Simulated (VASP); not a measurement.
# CuSi16 (a cell with a defect) in VASP: further runs, part 3 of 4

VASP 6.6.1.

### Step 4. Single point, PBEsol

The input, INCAR:

```
SYSTEM = CuSi16
PREC = Accurate ; ENCUT = 520
EDIFF = 1E-6 ; ISMEAR = -1
SIGMA = 0.02 ; LREAL = Auto
LASPH = .TRUE. ; NELM = 60
ALGO = Normal ; ISIF = 2
LWAVE = .FALSE. ; LCHARG = .FALSE.
GGA = PS ; NELECT = 74.0
NBANDS = 52
```

The input, KPOINTS:

```
regular mesh
0
G
  2 2 2
  0 0 0
```

The input, POSCAR:

```
CuSi16
1.0
    0.0000000000      5.4300000000      5.4300000000
    5.4300000000      0.0000000000      5.4300000000
    5.4300000000      5.4300000000      0.0000000000
Si Cu
16 1
Direct
    0.0077348066      0.0649171271     -0.0283609576
    0.1580847145      0.1631491713      0.1267771639
   -0.0211049724      0.0188581952      0.4855064457
    0.1411325967      0.1365837937      0.5901749540
   -0.0058839779      0.5750000000     -0.0400644567
    0.0692909761      0.6959944751      0.1221454880
   -0.0285359116      0.5508563536      0.4910957643
    0.1442817680      0.6324401473      0.6063443831
    0.5146961326     -0.0470902394      0.0442173112
    0.6253959484      0.1202578269      0.1424309392
    0.5109852670     -0.0311510129      0.5076335175
    0.5937476980      0.0843186004      0.6757182320
    0.4532412523      0.5309392265      0.0216942910
    0.6014456722      0.5851473297      0.1562154696
    0.5032136280      0.4534346225      0.5174309392
    0.6184622468      0.5941160221      0.6494567219
    0.7816022099      0.1868692449      0.7463167587
```

Potentials or basis: VASP PAW PBE potentials, release 64 (Si, Cu).

On the command line:

```
> cat potpaw_PBE.64/Si/POTCAR potpaw_PBE.64/Cu/POTCAR > POTCAR
> mpirun -np 1 vasp_std > vasp.out
```

OUTCAR:

```text
SYSTEM = CuSi16
   PREC = Accurate
   ENCUT = 520
   EDIFF = 1E-6
   ISMEAR = -1
   LREAL = Auto
   LASPH = .TRUE.
   NELM = 60
   ISIF = 2
   GGA = PS
   NELECT = 74.0

 ion  position               nearest neighbor table
   1  0.008  0.065  0.972-   6 2.35   4 2.43  10 2.45   2 2.54  17 2.58
   2  0.158  0.163  0.127-   9 2.32   3 2.32   1 2.54   5 2.61
   3  0.979  0.019  0.486-   2 2.32  17 2.36   4 2.42   8 2.44  12 2.46
   4  0.141  0.137  0.590-  17 2.30  11 2.34   3 2.42   1 2.43   7 2.61
   5  0.994  0.575  0.960-   8 2.25   6 2.27  14 2.59   2 2.61
   6  0.069  0.696  0.122-   5 2.27   7 2.32   1 2.35  13 2.42
   7  0.971  0.551  0.491-  16 2.27   6 2.32   8 2.34   4 2.61
   8  0.144  0.632  0.606-   5 2.25  15 2.28   7 2.34   3 2.44
   9  0.515  0.953  0.044-   2 2.32  14 2.33  12 2.33  10 2.38  17 2.75
  10  0.625  0.120  0.142-  11 2.30   9 2.38   1 2.45  17 2.52  13 2.59
  11  0.511  0.969  0.508-  10 2.30  12 2.32   4 2.34  16 2.35
  12  0.594  0.084  0.676-  17 2.31  11 2.32  15 2.33   9 2.33   3 2.46
  13  0.453  0.531  0.022-  14 2.15  16 2.37   6 2.42  10 2.59
  14  0.601  0.585  0.156-  13 2.15  15 2.27   9 2.33   5 2.59
  15  0.503  0.453  0.517-  14 2.27   8 2.28  12 2.33  16 2.43  17 2.76
  16  0.618  0.594  0.649-   7 2.27  11 2.35  13 2.37  15 2.43  17 2.57
  17  0.782  0.187  0.746-   4 2.30  12 2.31   3 2.36  10 2.52  16 2.57   1 2.58   9 2.75  15 2.76

  LATTYP: Found a face centered cubic cell.
 ALAT       =    10.8600000000

  Lattice vectors:

 A1 = (   0.0000000000,   5.4300000000,   5.4300000000)
 A2 = (   5.4300000000,   0.0000000000,   5.4300000000)
 A3 = (   5.4300000000,   5.4300000000,   0.0000000000)

Analysis of symmetry for initial positions (statically):
=====================================================================
 Subroutine PRICEL returns:
 Original cell was already a primitive cell.

 Routine SETGRP: Setting up the symmetry group for a
 face centered cubic supercell.

 Subroutine GETGRP returns: Found  1 space group operations
 (whereof  1 operations were pure point group operations)
 out of a pool of 48 trial point group operations.

The static configuration has the point symmetry C_1 .

Analysis of symmetry for dynamics (positions and initial velocities):
=====================================================================
 Subroutine PRICEL returns:
 Original cell was already a primitive cell.

 Routine SETGRP: Setting up the symmetry group for a
 face centered cubic supercell.

 Subroutine GETGRP returns: Found  1 space group operations
 (whereof  1 operations were pure point group operations)
 out of a pool of 48 trial point group operations.

The dynamic configuration has the point symmetry C_1 .

 Subroutine INISYM returns: Found  1 space group operations
 (whereof  1 operations are pure point group operations),
 and found     1 'primitive' translations

----------------------------------------------------------------------------------------

                                     Primitive cell

  volume of cell :     320.2060

  direct lattice vectors                    reciprocal lattice vectors
     0.000000000  5.430000000  5.430000000    -0.092081031  0.092081031  0.092081031
     5.430000000  0.000000000  5.430000000     0.092081031 -0.092081031  0.092081031
     5.430000000  5.430000000  0.000000000     0.092081031  0.092081031 -0.092081031

  length of vectors
     7.679179644  7.679179644  7.679179644     0.159489025  0.159489025  0.159489025

  position of ions in fractional coordinates (direct lattice)
[... 75 lines left out ...]
   number of dos      NEDOS =    301   number of ions     NIONS =     17
   total plane-waves  NPLWV = 216000
   dimension x,y,z NGX =    60 NGY =   60 NGZ =   60
   dimension x,y,z NGXF=   120 NGYF=  120 NGZF=  120
   ions per type =              16   1
   NGX,Y,Z   is equivalent  to a cutoff of  12.99, 12.99, 12.99 a.u.
   NGXF,Y,Z  is equivalent  to a cutoff of  25.98, 25.98, 25.98 a.u.
 SYSTEM =  CuSi16
   PREC   = accura    normal or accurate (medium, high low for compatibility)
   ISTART =      0    job   : 0-new  1-cont  2-samecut
   ICHARG =      2    charge: 1-file 2-atom 10-const
   ISPIN  =      1    spin polarized calculation?
   LNONCOLLINEAR =      F non collinear calculations
   LSORBIT =      F    spin-orbit coupling
   LASPH  =      T    aspherical Exc in radial PAW
   ENCUT  =  520.0 eV  38.22 Ry    6.18 a.u.  14.28 14.28 14.28*2*pi/ulx,y,z
   NELM   =     60;   NELMIN=  2; NELMDL= -5     # of ELM steps
   EDIFF  = 0.1E-05   stopping-criterion for ELM
   LREAL  =      T    real-space projection
   EDIFFG = 0.1E-04   stopping-criterion for IOM
   NSW    =      0    number of steps for IOM
   IBRION =     -1    ionic relax: 0-MD 1-quasi-New 2-CG
   NFREE  =      0    steps in history (QN), initial steepest desc. (CG)
   ISIF   =      2    stress and relaxation
   ISYM   =      2    0-nonsym 1-usesym 2-fastsym
   POTIM  = 0.5000    time-step for ionic-motion
   TEBEG  =    0.0;   TEEND  =   0.0 temperature during run
   PSTRESS=    0.0 pullay stress
   NELECT =      74.0000    total number of electrons
   NUPDOWN=      -1.0000    fix difference up-down
   EMIN   =  10.00;   EMAX   =-10.00  energy-range for DOS
   EFERMI =   0.00;   METHOD = LEGACY
   ISMEAR =    -1;   SIGMA  =   0.02  broadening in eV -4-tet -1-fermi 0-gaus
   EFERMI_NEDOS =   21; number of points for ismear=-14 and -15
   IALGO  =     38    algorithm
   IMIX   =      4    mixing-type and parameters
     AMIX     =   0.40;   BMIX     =  1.00
     AMIX_MAG =   1.60;   BMIX_MAG =  1.00
  volume/ion in A,a.u.               =      18.84       127.11
  Fermi-wavevector in a.u.,A,eV,Ry     =   1.004636  1.898488 13.732283  1.009294
  Thomas-Fermi vector in A             =   2.137265
   LORBIT       =      0    0 simple, 1 ext, 2 COOP (PROOUT), +10 PAW based schemes
   GGA     = PS    functional components
   LHFCALC =     F    Hartree Fock is set to
   AEXX    =    0.0000 exact exchange contribution
   IVDW    =     0    specifies the selected vdW correction
   LEPSILON=     F    determine dielectric tensor
   LRPA    =     F    only Hartree local field effects (RPA)
 non-spin polarized calculation
  energy-cutoff  :      520.00
  volume of cell :      320.21
 maximum number of plane-waves:      8646
 NGX is ok and might be reduce to    60
   NGX = 29   NGY = 29   NGZ = 29

 number of electron      73.9999998 magnetization

 Free energy of the ion-electron system (eV)
  ---------------------------------------------------
  ext. energy  EPLUGINS =         0.00000000
  ---------------------------------------------------
  free energy    TOTEN  =       -97.79017594 eV

  energy without entropy =      -97.78944158  energy(sigma->0) =      -97.78980876

 E-fermi :   6.3441     XC(G=0):  -9.8008

 val. band max:        6.2588021779   @ k =   0.0000   0.0000   0.0000
 cond. band min:       6.4294379017   @ k =   0.0000   0.0000   0.0000
 fundamental gap:      0.1706357237
 Fermi energy:         6.3440618971

 k-point     1 :       0.0000    0.0000    0.0000
  band No.  band energies     occupation
      1      -5.9987      2.00000
      2      -3.7152      2.00000
      3      -3.6303      2.00000
      4      -3.5192      2.00000
      5      -3.3974      2.00000
      6      -2.1848      2.00000
[... 405 lines left out ...]
     48      10.1390      0.00000
     49      10.3402      0.00000
 [bands above 49 left out]

------------------------ aborting loop because EDIFF is reached ----------------------------------------

  FORCE on cell =-STRESS in cart. coord.  units (eV):
  Direction    XX          YY          ZZ          XY          YZ          ZX
  --------------------------------------------------------------------------------------
  -------------------------------------------------------------------------------------
  Total       -6.5695811     -7.3178834     -8.2931881      6.1034886      2.8422704     -1.9398236
  in kB      -32.8714437    -36.6156363    -41.4956540     30.5393111     14.2215358     -9.7060684
  external PRESSURE =     -36.9942446 kB  Pullay stress =       0.0000000 kB

 VOLUME and BASIS-vectors are now :
 -----------------------------------------------------------------------------
  energy-cutoff  :      520.00
  volume of cell :      320.21
      direct lattice vectors                 reciprocal lattice vectors
     0.000000000  5.430000000  5.430000000    -0.092081031  0.092081031  0.092081031
     5.430000000  0.000000000  5.430000000     0.092081031 -0.092081031  0.092081031
     5.430000000  5.430000000  0.000000000     0.092081031  0.092081031 -0.092081031

 POSITION                                       TOTAL-FORCE (eV/Angst)
 -----------------------------------------------------------------------------------
      5.62850      5.31800      0.39450         0.373523      0.389129      0.181706
      1.57430      1.54680      1.74430         0.242634     -2.213913     -0.314412
      2.73870      7.95170      5.41780        -0.684183      0.715639     -0.073761
      3.94630      3.97100      1.50800         0.974286     -0.385258      0.704161
      8.33470     10.61050      8.52030        -0.143268      0.899035     -2.757855
      4.44250      1.03950      4.15550        -0.126354      0.651768      0.883078
[... 9 lines left out ...]
      6.75260      6.88480      6.58430         0.494296     -0.470932     -0.568655
      5.06720      8.29660      5.25880         0.701571      0.235644     -0.139608
 -----------------------------------------------------------------------------------
    total drift:                                0.001012      0.004295      0.001321

  FREE ENERGIE OF THE ION-ELECTRON SYSTEM (eV)
  ---------------------------------------------------
  free  energy   TOTEN  =       -97.7901759362 eV

  energy  without entropy=      -97.7894415807  energy(sigma->0) =      -97.78980876
```

Wall time 3.2 min (1 thread of Intel Xeon 6975P-C (Granite Rapids), shared host); peak memory 0.49 GiB.

What came out:

```yaml
Free_energy: -97.7902 eV
Largest_force: 3.453 eV/Å
```

Forces on the atoms (eV/Å):
```
Si   0.374  0.389  0.182
Si   0.243 -2.214 -0.314
Si  -0.684  0.716 -0.074
Si   0.974 -0.385  0.704
Si  -0.143  0.899 -2.758
Si  -0.126  0.652  0.883
Si  -1.474  1.418 -0.171
Si   0.522 -1.362  0.152
Si   0.594 -0.050  0.144
Si   0.317 -0.703  1.301
Si   0.089 -0.108 -0.469
Si  -0.839 -0.245  0.057
Si  -1.812 -1.182 -2.200
Si   0.088  1.739  2.983
Si   0.683  0.673  0.289
Si   0.494 -0.471 -0.569
Cu   0.702  0.236 -0.140
```

Caveat: the k points lie up to 0.50 Å⁻¹ apart; the cell carries a net charge on a neutralising background, which shifts energy and pressure; the cell is charged against a uniform background, so pressure and absolute levels hang on convention; the PAW data sets were made with another functional, which shifts forces and pressure a little.

### Step 5. Single point, PBEsol

The input, INCAR:

```
SYSTEM = CuSi16
PREC = Accurate ; ENCUT = 520
EDIFF = 1E-6 ; ISMEAR = -1
SIGMA = 0.02 ; LREAL = Auto
LASPH = .TRUE. ; NELM = 100
ALGO = Normal ; ISIF = 2
LWAVE = .FALSE. ; LCHARG = .FALSE.
GGA = PS ; NBANDS = 52
NELECT = 74.0
```

KPOINTS is that of step 4.

The input, POSCAR:

```
CuSi16
1.0
    0.0000000000      5.4300000000      5.4300000000
    5.4300000000      0.0000000000      5.4300000000
    5.4300000000      5.4300000000      0.0000000000
Si Cu
16 1
Direct
   -0.0611510129      0.0296408840      0.0940423573
    0.0810589319      0.2178913444      0.0887016575
    0.0255248619     -0.0748618785      0.3999079190
    0.0471270718      0.1594106814      0.6170718232
   -0.0558839779      0.6001381215     -0.0196593002
    0.1103591160      0.6640976059      0.1450552486
    0.0123480663      0.5280939227      0.5264917127
    0.2033517495      0.6980110497      0.6255616943
    0.4273296501      0.0453038674     -0.0028545120
    0.5944475138      0.1394751381      0.1291804788
    0.4006998158     -0.0881952118      0.4811786372
    0.6541436464      0.0143093923      0.6157274401
    0.5327532228      0.5457734807      0.0229189687
    0.5563167587      0.7165009208      0.2665193370
    0.5164272560      0.3738121547      0.6365193370
    0.6170994475      0.5943370166      0.6731952118
    0.8385174954     -0.0350000000      0.8392173112
```

Potentials or basis: VASP PAW PBE potentials, release 64 (Si, Cu).

On the command line:

```
> cat potpaw_PBE.64/Si/POTCAR potpaw_PBE.64/Cu/POTCAR > POTCAR
> mpirun -np 1 vasp_std > vasp.out
```

OUTCAR:

```text
SYSTEM = CuSi16
   PREC = Accurate
   ENCUT = 520
   EDIFF = 1E-6
   ISMEAR = -1
   LREAL = Auto
   LASPH = .TRUE.
   NELM = 100
   ISIF = 2
   GGA = PS
   NELECT = 74.0

 ion  position               nearest neighbor table
   1  0.939  0.030  0.094-   2 2.18  10 2.25   6 2.34   3 2.40  17 2.74   4 3.04
   2  0.081  0.218  0.089-   1 2.18   9 2.20   3 2.35   5 2.40
   3  0.026  0.925  0.400-   8 2.21   2 2.35   1 2.40  12 2.41   7 2.74   6 3.10   4 3.10
   4  0.047  0.159  0.617-  17 2.19   7 2.46  11 2.46   1 3.04   8 3.10   3 3.10
   5  0.944  0.600  0.980-  17 2.29   2 2.40   8 2.44   6 2.52  14 2.69
   6  0.110  0.664  0.145-   1 2.34   7 2.40   5 2.52  13 2.66   3 3.10
   7  0.012  0.528  0.526-   6 2.40   4 2.46  16 2.52   3 2.74   8 2.91
   8  0.203  0.698  0.626-   3 2.21  11 2.28   5 2.44  15 2.45  14 2.74  17 2.79   7 2.91  16 3.03
                             4 3.10
   9  0.427  0.045  0.997-   2 2.20  14 2.44  10 2.48  17 2.61  12 2.62  15 2.71
  10  0.594  0.139  0.129-   1 2.25   9 2.48  11 2.54  17 2.56  13 2.64  14 2.99
  11  0.401  0.912  0.481-  14 2.26   8 2.28  16 2.38   4 2.46  10 2.54  12 3.14
  12  0.654  0.014  0.616-   3 2.41  15 2.47  17 2.52   9 2.62  11 3.14
  13  0.533  0.546  0.023-  16 2.30  10 2.64   6 2.66  14 2.88
  14  0.556  0.717  0.267-  11 2.26   9 2.44   5 2.69   8 2.74  15 2.75  13 2.88  16 2.99  10 2.99
[... 213 lines left out ...]
      4      -3.3350      2.00000
      5      -3.0059      2.00000
      6      -2.7681      2.00000
[... 405 lines left out ...]
     48       9.5578      0.00000
     49       9.7525      0.00000
 [bands above 49 left out]

------------------------ aborting loop because EDIFF is reached ----------------------------------------

  FORCE on cell =-STRESS in cart. coord.  units (eV):
  Direction    XX          YY          ZZ          XY          YZ          ZX
  --------------------------------------------------------------------------------------
  -------------------------------------------------------------------------------------
  Total      -13.9601084     -8.0811769    -11.5736989      0.4496004     -1.4214709     -0.9669469
  in kB      -69.8505592    -40.4348386    -57.9099616      2.2496127     -7.1124476     -4.8381991
  external PRESSURE =     -56.0651198 kB  Pullay stress =       0.0000000 kB

 VOLUME and BASIS-vectors are now :
 -----------------------------------------------------------------------------
  energy-cutoff  :      520.00
  volume of cell :      320.21
      direct lattice vectors                 reciprocal lattice vectors
     0.000000000  5.430000000  5.430000000    -0.092081031  0.092081031  0.092081031
     5.430000000  0.000000000  5.430000000     0.092081031 -0.092081031  0.092081031
     5.430000000  5.430000000  0.000000000     0.092081031  0.092081031 -0.092081031

 POSITION                                       TOTAL-FORCE (eV/Angst)
 -----------------------------------------------------------------------------------
      0.67160      5.60860      5.25890        -2.097411     -0.760767     -0.788464
      1.66480      0.92180      1.62330         1.659975     -0.626663      1.107685
      7.19500      2.31010      5.16210         0.828763     -0.756212     -0.409107
      4.21630      3.60660      1.12150        -0.090109      0.091689      1.007141
      8.58200     10.44980      8.38530         0.437802      0.573860     -0.383328
      4.39370      1.38690      4.20530        -0.534309      0.745794      0.409404
[... 9 lines left out ...]
      6.88270      7.00630      6.57810        -0.348258      0.670674      0.979308
      9.79690      9.11010      9.79310         0.556367     -0.399287     -0.510053
 -----------------------------------------------------------------------------------
    total drift:                               -0.004203      0.000803     -0.002405

  FREE ENERGIE OF THE ION-ELECTRON SYSTEM (eV)
  ---------------------------------------------------
  free  energy   TOTEN  =       -93.1144725563 eV

  energy  without entropy=      -93.1086254675  energy(sigma->0) =      -93.11154901
```

stdout:

```text
POSCAR found type information on POSCAR SiCu
 POSCAR found :  2 types and      17 ions
 scaLAPACK will be used
 -----------------------------------------------------------------------------
|                                                                             |
|                                                                             |
|     You enforced a specific xc type in the INCAR file but a different       |
|     I HOPE YOU KNOW WHAT YOU ARE DOING!                                     |
|                                                                             |
 -----------------------------------------------------------------------------

 LDA part: xc-table for (Slater+PW92), standard interpolation
 POSCAR, INCAR and KPOINTS ok, starting setup
 FFT: planning ... GRIDC
 FFT: planning ... GRID_SOFT
 FFT: planning ... GRID
 WAVECAR not read
 entering main loop
 the old and the new charge density differ
 old charge density:    75.00000 new   74.00000
    0.287E+01
```

Wall time 3.4 min (1 thread of Intel Xeon 6975P-C (Granite Rapids), shared host); peak memory 0.5 GiB.

Results:

| Item | Value |
| --- | --- |
| Free energy | -93.1145 eV |
| Largest force | 3.271 eV/Å |

Forces in eV/Å, atoms in the order of the input:
```
Si  -2.097 -0.761 -0.788
Si   1.660 -0.627  1.108
Si   0.829 -0.756 -0.409
Si  -0.090  0.092  1.007
Si   0.438  0.574 -0.383
Si  -0.534  0.746  0.409
Si   0.106 -0.339 -0.735
Si  -0.732  1.509 -1.835
Si  -1.652  1.030  1.460
Si   1.066 -1.168 -0.278
Si   2.326  0.530  2.238
Si   0.684 -0.245 -0.276
Si   0.775 -0.014 -1.196
Si  -2.407 -0.432 -0.571
Si  -0.579 -0.411 -0.219
Si  -0.348  0.671  0.979
Cu   0.556 -0.399 -0.510
```

Caveat: the k points lie up to 0.50 Å⁻¹ apart; the cell carries a net charge on a neutralising background, which shifts energy and pressure; the cell is charged against a uniform background, so pressure and absolute levels hang on convention; the atoms stand as in a frame of molecular dynamics; the PAW data sets were made with another functional, which shifts forces and pressure a little.

(Continued in part 4 of 4.)
